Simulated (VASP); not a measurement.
# Rh (Fd-3m) in VASP: notebook

Rh is run at these levels: PBE; tasks: single point.

Everything below comes from runs of VASP 6.6.1. Logs are shortened: lines on timing, memory, paths and dates and some standing lists are left out, and cuts for length are marked.

**1. The cell of the first run**

The structure is cubic, space group Fd-3m (No. 227). The conventional cell has a = 5.363 Å, b = 5.363 Å, c = 5.363 Å, α = 90.00°, β = 90.00°, γ = 90.00°. Within 3.1 Å of Rh (site symmetry -43m) lie 4 Rh at 2.32 Å.

This isn't the form of Rh at room conditions, which is fcc.

**2. Single point, PBE, collinear spin, ferromagnetic start (19.28 Å³/atom)**

INCAR reads:

```
SYSTEM = Rh
PREC     = Accurate       ! precision mode
ENCUT    = 520            ! plane-wave cutoff, eV
EDIFF    = 1E-7           ! SCF threshold, eV
ISMEAR   = -1             ! smearing method
SIGMA    = 0.05           ! smearing width, eV
LREAL    = .FALSE.        ! projectors in reciprocal space
LASPH    = .TRUE.         ! aspherical terms in the spheres
NELM     = 150            ! most SCF steps
ALGO     = Normal         ! electronic algorithm
ISIF     = 2              ! what is computed and relaxed
LWAVE    = .FALSE.        ! write WAVECAR
LCHARG   = .FALSE.        ! write CHGCAR
ISPIN    = 2              ! spin polarisation
MAGMOM   = 1 1            ! initial moments
LORBIT   = 11             ! projections on sites
LMAXMIX  = 4              ! l up to which the mixer works
GGA      = PE             ! functional
NBANDS   = 26             ! bands
```

KPOINTS reads:

```
regular mesh
0
G
  16 16 16
  0 0 0
```

POSCAR reads:

```
Rh
1.0
    0.0000000000      2.6814347516      2.6814347516
    2.6814347516      0.0000000000      2.6814347516
    2.6814347516      2.6814347516      0.0000000000
Rh
2
Direct
    0.1250000000      0.1250000000      0.1250000000
    0.8750000000      0.8750000000      0.8750000000
```

Potentials or basis: VASP PAW PBE potentials, release 64 (Rh_pv).

Command:

```console
$ cat potpaw_PBE.64/Rh_pv/POTCAR > POTCAR
$ mpirun -np 1 vasp_std > vasp.out
```

OUTCAR:

```text
SYSTEM = Rh
   PREC = Accurate
   ENCUT = 520
   EDIFF = 1E-7
   ISMEAR = -1
   LREAL = .FALSE.
   LASPH = .TRUE.
   NELM = 150
   ISIF = 2
   ISPIN = 2
   LORBIT = 11
   GGA = PE

 ion  position               nearest neighbor table
   1  0.125  0.125  0.125-   2 2.32   2 2.32   2 2.32   2 2.32
   2  0.875  0.875  0.875-   1 2.32   1 2.32   1 2.32   1 2.32

  LATTYP: Found a face centered cubic cell.
 ALAT       =     5.3628695032

  Lattice vectors:

 A1 = (   0.0000000000,   2.6814347516,   2.6814347516)
 A2 = (   2.6814347516,   0.0000000000,   2.6814347516)
 A3 = (   2.6814347516,   2.6814347516,   0.0000000000)

Analysis of symmetry for initial positions (statically):
=====================================================================
 Subroutine PRICEL returns:
 Original cell was already a primitive cell.

 Routine SETGRP: Setting up the symmetry group for a
 face centered cubic supercell.

 Subroutine GETGRP returns: Found 48 space group operations
 (whereof 12 operations were pure point group operations)
 out of a pool of 48 trial point group operations.

The static configuration has the point symmetry D_3d.
 The point group associated with its full space group is O_h .

Analysis of symmetry for dynamics (positions and initial velocities):
=====================================================================
 Subroutine PRICEL returns:
 Original cell was already a primitive cell.

 Routine SETGRP: Setting up the symmetry group for a
 face centered cubic supercell.

 Subroutine GETGRP returns: Found 48 space group operations
 (whereof 12 operations were pure point group operations)
 out of a pool of 48 trial point group operations.

The dynamic configuration has the point symmetry D_3d.
 The point group associated with its full space group is O_h .

Analysis of structural, dynamic, and magnetic symmetry:
=====================================================================
 Subroutine PRICEL returns:
 Original cell was already a primitive cell.

 Routine SETGRP: Setting up the symmetry group for a
 face centered cubic supercell.

 Subroutine GETGRP returns: Found 48 space group operations
 (whereof 12 operations were pure point group operations)
 out of a pool of 48 trial point group operations.

The overall configuration has the point symmetry D_3d.
 The point group associated with its full space group is O_h .

 Subroutine INISYM returns: Found 48 space group operations
 (whereof 12 operations are pure point group operations),
 and found     1 'primitive' translations

----------------------------------------------------------------------------------------

                                     Primitive cell

  volume of cell :      38.5595

[... 113 lines left out ...]
   GGA     = PE    functional components
   LHFCALC =     F    Hartree Fock is set to
   AEXX    =    0.0000 exact exchange contribution
   IVDW    =     0    specifies the selected vdW correction
   LEPSILON=     F    determine dielectric tensor
   LRPA    =     F    only Hartree local field effects (RPA)
 spin polarized calculation
  energy-cutoff  :      520.00
  volume of cell :       38.56
 maximum number of plane-waves:      1056
   NGX = 15   NGY = 15   NGZ = 15

 number of electron      30.0000006 magnetization      -0.0166229

 number of electron      30.0000006 magnetization       0.0000008

 Free energy of the ion-electron system (eV)
  ---------------------------------------------------
  ext. energy  EPLUGINS =         0.00000000
  ---------------------------------------------------
  free energy    TOTEN  =       -12.18329732 eV

  energy without entropy =      -12.16007635  energy(sigma->0) =      -12.17168684

 E-fermi :   7.4377     XC(G=0): -11.5835

 val. band max:        7.4373415669   @ k =   0.5000   0.1875   0.0625
 cond. band min:       7.4448592646   @ k =   0.5000   0.1250   0.0625
 fundamental gap:      0.0075176977
 Fermi energy:         7.4377141580

 spin component 1

 k-point     1 :       0.0000    0.0000    0.0000
  band No.  band energies     occupation
      1     -39.9966      1.00000
      2     -39.9966      1.00000
      3     -39.9966      1.00000
      4     -39.2248      1.00000
      5     -39.2248      1.00000
      6     -39.2248      1.00000
[... 685 lines left out ...]
     25      22.3978      0.00000
     26      22.5058      0.00000

 [... further k-points ...]

 spin component 2

 k-point     1 :       0.0000    0.0000    0.0000
  band No.  band energies     occupation
      1     -39.9966      1.00000
      2     -39.9966      1.00000
      3     -39.9966      1.00000
      4     -39.2248      1.00000
      5     -39.2248      1.00000
      6     -39.2248      1.00000
[... 685 lines left out ...]
     25      22.3979      0.00000
     26      22.5058      0.00000

 [... further k-points ...]

------------------------ aborting loop because EDIFF is reached ----------------------------------------

  FORCE on cell =-STRESS in cart. coord.  units (eV):
  Direction    XX          YY          ZZ          XY          YZ          ZX
  --------------------------------------------------------------------------------------
  -------------------------------------------------------------------------------------
  Total        3.2065901      3.2065901      3.2065901      0.0000000     -0.0000000      0.0000000
  in kB      133.2362278    133.2362278    133.2362278      0.0000000     -0.0000000      0.0000000
  external PRESSURE =     133.2362278 kB  Pullay stress =       0.0000000 kB

 VOLUME and BASIS-vectors are now :
 -----------------------------------------------------------------------------
  energy-cutoff  :      520.00
  volume of cell :       38.56
      direct lattice vectors                 reciprocal lattice vectors
     0.000000000  2.681434752  2.681434752    -0.186467338  0.186467338  0.186467338
     2.681434752  0.000000000  2.681434752     0.186467338 -0.186467338  0.186467338
     2.681434752  2.681434752  0.000000000     0.186467338  0.186467338 -0.186467338

 POSITION                                       TOTAL-FORCE (eV/Angst)
 -----------------------------------------------------------------------------------
      0.67036      0.67036      0.67036        -0.000000      0.000000     -0.000000
      4.69251      4.69251      4.69251         0.000000     -0.000000      0.000000
 -----------------------------------------------------------------------------------
    total drift:                                0.000000     -0.000000     -0.000000

  FREE ENERGIE OF THE ION-ELECTRON SYSTEM (eV)
  ---------------------------------------------------
  free  energy   TOTEN  =       -12.1832973221 eV

  energy  without entropy=      -12.1600763536  energy(sigma->0) =      -12.17168684

 total charge

# of ion       s       p       d       tot
------------------------------------------
    1        0.486   6.256   7.193  13.935
    2        0.486   6.256   7.193  13.935
--------------------------------------------------
tot          0.972  12.513  14.386  27.871

 magnetization (x)

# of ion       s       p       d       tot
------------------------------------------
    1       -0.000  -0.000   0.000   0.000
    2       -0.000  -0.000   0.000   0.000
--------------------------------------------------
tot         -0.000  -0.000   0.000   0.000
```

OSZICAR:

```text
N       E                     dE             d eps       ncg     rms          rms(c)
DAV:   1     0.336771034197E+03    0.33677E+03   -0.18340E+04 15136   0.126E+03
DAV:   2    -0.451436301290E+01   -0.34129E+03   -0.32543E+03 15460   0.403E+02
DAV:   3    -0.124352153084E+02   -0.79209E+01   -0.78642E+01 18128   0.704E+01
DAV:   4    -0.124962605246E+02   -0.61045E-01   -0.61033E-01 17186   0.610E+00
DAV:   5    -0.124972935427E+02   -0.10330E-02   -0.10330E-02 18098   0.812E-01    0.129E+01
DAV:   6    -0.121939650036E+02    0.30333E+00   -0.11110E+00 16308   0.996E+00    0.547E+00
DAV:   7    -0.121881090945E+02    0.58559E-02   -0.34307E-02 17018   0.149E+00    0.292E+00
DAV:   8    -0.121832315695E+02    0.48775E-02   -0.61327E-03 19022   0.742E-01    0.129E+00
DAV:   9    -0.121831411995E+02    0.90370E-04   -0.10580E-03 17568   0.297E-01    0.152E-01
DAV:  10    -0.121832604619E+02   -0.11926E-03   -0.92092E-05 18428   0.814E-02    0.520E-02
DAV:  11    -0.121832954027E+02   -0.34941E-04   -0.22640E-05 16762   0.366E-02    0.131E-02
DAV:  12    -0.121832969004E+02   -0.14977E-05   -0.22966E-06 17498   0.104E-02    0.737E-03
DAV:  13    -0.121832972693E+02   -0.36898E-06   -0.78799E-07 17084   0.592E-03    0.204E-03
DAV:  14    -0.121832973221E+02   -0.52777E-07   -0.73473E-08 13998   0.187E-03
   1 F= -.12183297E+02 E0= -.12171687E+02  d E =-.232210E-01  mag=    -0.0000
```

stdout:

```text
POSCAR found type information on POSCAR Rh
 POSCAR found :  1 types and       2 ions
 scaLAPACK will be used
 LDA part: xc-table for (Slater+PW92), standard interpolation
 POSCAR, INCAR and KPOINTS ok, starting setup
 FFT: planning ... GRIDC
 FFT: planning ... GRID_SOFT
 FFT: planning ... GRID
 WAVECAR not read
 entering main loop
```

Run time: 2 min. Hardware: 1 thread of Intel Xeon 6975P-C (Granite Rapids), shared host; peak memory 0.31 GiB.

Results:

```
Free energy                                           : -12.1833 eV
Pressure                                              : 13.3 GPa
Band gap on the k mesh                                : zero (filled and empty bands overlap)
Net moment                                            : 0.00 μB per cell
Valence electrons inside the program's atomic spheres : Rh 13.94
```

Caveat: the cell stands under pressure.

(Part 1 of 2 ends here.)
